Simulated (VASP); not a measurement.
GaN, 4 atoms in the cell. Symmetry: P6_3mc, No. 186, hexagonal system. The conventional cell has a = 2.992 Å, b = 2.992 Å, c = 5.834 Å, α = 90.00°, β = 90.00°, γ = 120.00°. Within 2.5 Å of Ga (site symmetry 3m) lie 4 N at 1.88 to 2.19 Å. Within 2.5 Å of N (site symmetry 3m) lie 4 Ga at 1.88 to 2.19 Å.  This cell differs from its parent crystal: ratio of the length along z to the lengths across it x 1.2, volume and fractional coordinates fixed.

* Program: VASP 6.6.1
* Task: single point
* Functional: LDA
* Potentials or basis: VASP PAW LDA potentials, release 64 (Ga_d, N)
* Cutoff: 520 eV
* k mesh: 12 × 12 × 6
* Occupations: gaussian, width 0.05 eV
* Spin: no spin polarisation
* Dipole correction: no
* Further INCAR settings: ALGO = Normal; EDIFF = 1e-07; NBANDS = 26

Potentials or basis: VASP PAW LDA potentials, release 64 (Ga_d, N).

Run with:

```bash
$ cat potpaw_LDA.64/Ga_d/POTCAR potpaw_LDA.64/N/POTCAR > POTCAR
$ mpirun -np 1 vasp_std > vasp.out
```

Hardware: 1 thread of AMD EPYC 9R45 96-Core Processor (Zen 5), with other jobs on the host.

Problem. Estimate the wall time of this run.

Solution. It took 50 s on 1 thread of AMD EPYC 9R45 96-Core Processor (Zen 5) (shared host), peak memory 0.17 GiB. Counts: scf iterations 15, k points 76.
